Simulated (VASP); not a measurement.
# As in VASP: relaxation of the atoms with PBE+D3(BJ)

Aim: the relaxation of the atoms of As with PBE+D3(BJ).

Program: VASP 6.6.1. These are calculated values, not measurements. Logs are shortened: lines on timing, memory, paths and dates and some standing lists are left out, and cuts for length are marked.

## (1) The cell of the first run

The cell holds a slab with vacuum, 4 atoms: a = 3.571 Å, b = 3.571 Å, c = 20.295 Å, α = 90.00°, β = 90.00°, γ = 120.00°.

## (2) Relaxation of the atoms, PBE+D3(BJ) (layers slid over each other)

The input, INCAR:

```
ALGO = Normal
DIPOL = 0.5 0.5 0.374
EDIFF = 1E-6
EDIFFG = -0.003
ENCUT = 520
GGA = PE
IBRION = 2
IDIPOL = 3
ISIF = 2
ISMEAR = 0
IVDW = 12
LASPH = T
LCHARG = F
LDIPOL = T
LREAL = F
LWAVE = F
NELM = 100
NSW = 40
PREC = Accurate
SIGMA = 0.05
```

The input, KPOINTS:

```
k-points
0
Gamma
  9 9 1
```

The input, POSCAR:

```
As
1.0
    3.5713375816      0.0000000000      0.0000000000
   -1.7856687908      3.0928690711      0.0000000000
    0.0000000000      0.0000000000     20.2952790253
As
4
Selective dynamics
Direct
    0.3333333333      0.6666666667      0.2905603197  F F T
    0.6666666667      0.3333333333      0.2217264416  F F F
    0.6666666667      1.3333333333      0.5256983791  F F T
    1.0000000000      1.0000000000      0.4568716245  F F T
```

Potentials or basis: VASP PAW PBE potentials, release 64 (As).

Started as:

```bash
cat potpaw_PBE.64/As/POTCAR > POTCAR
mpirun -np 1 vasp_std > vasp.out
```

OUTCAR:

```text
EDIFF = 1E-6
   EDIFFG = -0.003
   ENCUT = 520
   GGA = PE
   IBRION = 2
   ISIF = 2
   ISMEAR = 0
   IVDW = 12
   LASPH = T
   LREAL = F
   NELM = 100
   NSW = 40
   PREC = Accurate
 IVDW          = 12

 ion  position               nearest neighbor table
   1  0.333  0.667  0.291-   2 2.49   2 2.49   2 2.49
   2  0.667  0.333  0.222-   1 2.49   1 2.49   1 2.49
   3  0.667  0.333  0.526-   4 2.49   4 2.49   4 2.49
   4  0.000  0.000  0.457-   3 2.49   3 2.49   3 2.49

  LATTYP: Found a hexagonal cell.
 ALAT       =     3.5713375816
 C/A-ratio  =     5.6828229092

  Lattice vectors:

 A1 = (   3.5713375816,   0.0000000000,   0.0000000000)
 A2 = (  -1.7856687908,   3.0928690711,   0.0000000000)
 A3 = (   0.0000000000,   0.0000000000,  20.2952790253)

Analysis of symmetry for initial positions (statically):
=====================================================================
 Subroutine PRICEL returns:
 Original cell was already a primitive cell.

 Routine SETGRP: Setting up the symmetry group for a
 hexagonal supercell.

 Subroutine GETGRP returns: Found 12 space group operations
 (whereof  6 operations were pure point group operations)
 out of a pool of 24 trial point group operations.

The static configuration has the point symmetry C_3v.
 The point group associated with its full space group is D_3d.

Analysis of symmetry for dynamics (positions and initial velocities):
=====================================================================
 Subroutine PRICEL returns:
 Original cell was already a primitive cell.

 Routine SETGRP: Setting up the symmetry group for a
 hexagonal supercell.

 Subroutine GETGRP returns: Found 12 space group operations
 (whereof  6 operations were pure point group operations)
 out of a pool of 24 trial point group operations.

The dynamic configuration has the point symmetry C_3v.
 The point group associated with its full space group is D_3d.

Analysis of constrained symmetry for selective dynamics:
=====================================================================
 Subroutine PRICEL returns:
 Original cell was already a primitive cell.

 Routine SETGRP: Setting up the symmetry group for a
 hexagonal supercell.

 Subroutine GETGRP returns: Found  6 space group operations
 (whereof  6 operations were pure point group operations)
 out of a pool of 24 trial point group operations.

The constrained configuration has the point symmetry C_3v.

 Subroutine INISYM returns: Found  6 space group operations
 (whereof  6 operations are pure point group operations),
 and found     1 'primitive' translations

----------------------------------------------------------------------------------------

                                     Primitive cell

  volume of cell :     224.1751

  direct lattice vectors                    reciprocal lattice vectors
     3.571337582  0.000000000  0.000000000     0.280007134  0.161662194  0.000000000
    -1.785668791  3.092869071  0.000000000     0.000000000  0.323324388  0.000000000
     0.000000000  0.000000000 20.295279025     0.000000000  0.000000000  0.049272543

  length of vectors
     3.571337582  3.571337582 20.295279025     0.323324388  0.323324388  0.049272543

  position of ions in fractional coordinates (direct lattice)
     0.333333333  0.666666667  0.290560320
     0.666666667  0.333333333  0.221726442
     0.666666667  0.333333333  0.525698379
     0.000000000  0.000000000  0.456871625

  ion indices of the primitive-cell ions
   primitive index   ion index
                 1           1
                 2           2
                 3           3
                 4           4

----------------------------------------------------------------------------------------

 KPOINTS: k-points

Automatic generation of k-mesh.
 Grid dimensions read from file:
 generate k-points for:    9    9    1

 Generating k-lattice:

  Cartesian coordinates                     Fractional coordinates (reciprocal lattice)
     0.031111904  0.017962466  0.000000000     0.111111111 -0.000000000  0.000000000
     0.000000000  0.035924932  0.000000000     0.000000000  0.111111111  0.000000000
     0.000000000  0.000000000  0.049272543     0.000000000  0.000000000  1.000000000

  Length of vectors
     0.035924932  0.035924932  0.049272543

  Shift w.r.t. Gamma in fractional coordinates (k-lattice)
     0.000000000  0.000000000  0.000000000

 Subroutine IBZKPT returns following result:
 ===========================================

 Found     12 irreducible k-points:

 Following reciprocal coordinates:
            Coordinates               Weight
  0.000000  0.000000  0.000000      1.000000
  0.111111 -0.000000  0.000000      6.000000
  0.222222  0.000000  0.000000      6.000000
  0.333333  0.000000  0.000000      6.000000
  0.444444  0.000000  0.000000      6.000000
  0.111111  0.111111  0.000000      6.000000
  0.222222  0.111111  0.000000     12.000000
  0.333333  0.111111  0.000000     12.000000
  0.444444  0.111111  0.000000      6.000000
  0.222222  0.222222  0.000000      6.000000
  0.333333  0.222222  0.000000     12.000000
  0.333333  0.333333  0.000000      2.000000
   k-points           NKPTS =     12   k-points in BZ     NKDIM =     12   number of bands    NBANDS=     14
   number of dos      NEDOS =    301   number of ions     NIONS =      4
   total plane-waves  NPLWV = 125440
   dimension x,y,z NGX =    28 NGY =   28 NGZ =  160
   dimension x,y,z NGXF=    56 NGYF=   56 NGZF=  320
   ions per type =               4
   NGX,Y,Z   is equivalent  to a cutoff of  13.03, 13.03, 13.11 a.u.
   NGXF,Y,Z  is equivalent  to a cutoff of  26.07, 26.07, 26.21 a.u.
 SYSTEM =  unknown system
   PREC   = accura    normal or accurate (medium, high low for compatibility)
   ISTART =      0    job   : 0-new  1-cont  2-samecut
   ICHARG =      2    charge: 1-file 2-atom 10-const
   ISPIN  =      1    spin polarized calculation?
   LNONCOLLINEAR =      F non collinear calculations
   LSORBIT =      F    spin-orbit coupling
   LASPH  =      T    aspherical Exc in radial PAW
   ENCUT  =  520.0 eV  38.22 Ry    6.18 a.u.   6.64  6.64 37.74*2*pi/ulx,y,z
   NELM   =    100;   NELMIN=  2; NELMDL= -5     # of ELM steps
   EDIFF  = 0.1E-05   stopping-criterion for ELM
   LREAL  =      F    real-space projection
   EDIFFG = -.3E-02   stopping-criterion for IOM
   NSW    =     40    number of steps for IOM
   IBRION =      2    ionic relax: 0-MD 1-quasi-New 2-CG
   NFREE  =      1    steps in history (QN), initial steepest desc. (CG)
   ISIF   =      2    stress and relaxation
   ISYM   =      2    0-nonsym 1-usesym 2-fastsym
   POTIM  = 0.5000    time-step for ionic-motion
   TEBEG  =    0.0;   TEEND  =   0.0 temperature during run
   PSTRESS=    0.0 pullay stress
   NELECT =      20.0000    total number of electrons
   NUPDOWN=      -1.0000    fix difference up-down
   EMIN   =  10.00;   EMAX   =-10.00  energy-range for DOS
   EFERMI =   0.00;   METHOD = LEGACY
   ISMEAR =     0;   SIGMA  =   0.05  broadening in eV -4-tet -1-fermi 0-gaus
   EFERMI_NEDOS =   21; number of points for ismear=-14 and -15
   IALGO  =     38    algorithm
   IMIX   =      4    mixing-type and parameters
     AMIX     =   0.40;   BMIX     =  1.00
     AMIX_MAG =   1.60;   BMIX_MAG =  1.00
  volume/ion in A,a.u.               =      56.04       378.20
  Fermi-wavevector in a.u.,A,eV,Ry     =   0.731513  1.382360  7.280641  0.535112
  Thomas-Fermi vector in A             =   1.823749
   LORBIT       =      0    0 simple, 1 ext, 2 COOP (PROOUT), +10 PAW based schemes
   GGA     = PE    functional components
   LHFCALC =     F    Hartree Fock is set to
   AEXX    =    0.0000 exact exchange contribution
   IVDW    =    12    specifies the selected vdW correction
   LEPSILON=     F    determine dielectric tensor
   LRPA    =     F    only Hartree local field effects (RPA)
 conjugate gradient relaxation of ions
 non-spin polarized calculation
 Gauss-broadening in eV      SIGMA  =   0.05
  energy-cutoff  :      520.00
  volume of cell :      224.18
 maximum number of plane-waves:      6099
 NGX is ok and might be reduce to    28
   NGX = 13   NGY = 13   NGZ = 75

--------------------------------------- Ionic step        1  -------------------------------------------

 number of electron      20.0000001 magnetization

 Free energy of the ion-electron system (eV)
  ---------------------------------------------------
  ext. energy  EPLUGINS =         0.00000000
  ---------------------------------------------------
  free energy    TOTEN  =       -18.62945574 eV

  energy without entropy =      -18.62945574  energy(sigma->0) =      -18.62945574

------------------------ aborting loop because EDIFF is reached ----------------------------------------

 Edisp (eV)   -1.07754

 E8    (eV) :    -0.4705
[... 111 lines left out ...]
  FREE ENERGIE OF THE ION-ELECTRON SYSTEM (eV)
  ---------------------------------------------------
  free  energy   TOTEN  =       -19.7079111815 eV

  energy  without entropy=      -19.7079111815  energy(sigma->0) =      -19.70791118

 dipolmoment           0.000000      0.000000      0.000437 electrons x Angstroem

[... ionic steps 4 to 13 ...]

--------------------------------------- Ionic step       14  -------------------------------------------

 number of electron      20.0000001 magnetization

------------------------ aborting loop because EDIFF is reached ----------------------------------------
[... 79 lines left out ...]
--------------------------------------- Ionic step       16  -------------------------------------------

 number of electron      20.0000001 magnetization

 dipolmoment           0.000000      0.000000     -0.000096 electrons x Angstroem

 Free energy of the ion-electron system (eV)
  ---------------------------------------------------
  ext. energy  EPLUGINS =         0.00000000
  ---------------------------------------------------
  free energy    TOTEN  =       -18.54222116 eV

  energy without entropy =      -18.54222116  energy(sigma->0) =      -18.54222116

 E-fermi :  -0.5408     XC(G=0):  -4.5306

 val. band max:       -0.7563882182   @ k =   0.1111  -0.0000   0.0000
 cond. band min:      -0.3268756267   @ k =   0.3333   0.0000   0.0000
 fundamental gap:      0.4295125914
 Fermi energy:        -0.5407908137

 k-point     1 :       0.0000    0.0000    0.0000
  band No.  band energies     occupation
      1     -15.4156      2.00000
      2     -15.1066      2.00000
      3      -9.6150      2.00000
      4      -8.1916      2.00000
      5      -3.0503      2.00000
      6      -1.6140      2.00000
      7      -1.6140      2.00000
      8      -1.5337      2.00000
      9      -1.5337      2.00000
     10      -0.9607      2.00000
     11       0.3761      0.00000
     12       1.4118      0.00000
     13       1.6840      0.00000
     14       1.6840      0.00000
[... 175 lines left out ...]
      3     -11.5943      2.00000
      4     -11.5381      2.00000
      5      -6.1834      2.00000
      6      -6.1832      2.00000
      7      -4.0468      2.00000
      8      -3.8170      2.00000
      9      -3.8169      2.00000
     10      -3.3430      2.00000
     11       0.4101      0.00000
     12       0.4102      0.00000
     13       2.0188      0.00000
     14       3.2980      0.00000

------------------------ aborting loop because EDIFF is reached ----------------------------------------

 vacuum level on the upper side and lower side of the slab       (xc-potential included)        -0.007        -0.015

 Edisp (eV)   -1.19231

 E8    (eV) :    -0.5238

  FORCE on cell =-STRESS in cart. coord.  units (eV):
  Direction    XX          YY          ZZ          XY          YZ          ZX
  --------------------------------------------------------------------------------------
  -------------------------------------------------------------------------------------
  Total       1.36579     1.36579    -0.00582     0.00000     0.00000     0.00000
  in kB       9.76127     9.76127    -0.04160     0.00000     0.00000     0.00000
  external pressure =        6.49 kB  Pullay stress =        0.00 kB
[... 19 lines left out ...]
  FREE ENERGIE OF THE ION-ELECTRON SYSTEM (eV)
  ---------------------------------------------------
  free  energy   TOTEN  =       -19.7345354489 eV

  energy  without entropy=      -19.7345354489  energy(sigma->0) =      -19.73453545

 reached required accuracy - stopping structural energy minimisation

 vacuum level on the upper side and lower side of the slab         3.761         3.749
```

Wall time 4.9 min (1 thread of Intel Xeon Platinum 8375C at 2.90GHz (Ice Lake), shared host); peak memory 0.36 GiB.

Results:

```
Free energy                : -19.7345 eV
Energy gained by relaxing  : 6.9 meV/atom
Ionic steps                : 16
Dispersion energy per atom : -0.298 eV
```

The path:
```csv
step,energy change (eV),largest force on free atoms (eV/Å),pressure (GPa)
1,0.0000,0.1264,0.13
2,-0.0009,0.0609,0.03
3,-0.0009,0.0754,0.01
4,-0.0012,0.0493,0.01
5,-0.0012,0.0504,0.00
6,-0.0015,0.0515,0.01
7,-0.0023,0.0535,0.02
8,-0.0038,0.0576,0.03
9,-0.0067,0.0650,0.06
10,-0.0120,0.0786,0.13
11,-0.0203,0.0995,0.29
12,-0.0270,0.1163,0.69
13,-0.0267,0.1409,0.59
14,-0.0275,0.0083,0.65
15,-0.0275,0.0080,0.64
16,-0.0275,0.0015,0.65
```

Final structure:
```
As
1.0
     3.57134    0.00000    0.00000
    -1.78567    3.09287    0.00000
     0.00000    0.00000   20.29528
As
4
Cartesian
  0.0000 2.0619 5.8939
  1.7857 1.0310 4.5000
  1.7857 1.0310 9.9652
  0.0000 0.0000 8.5713
```

Caveat: the cell differs from its parent crystal (layers slid over each other).
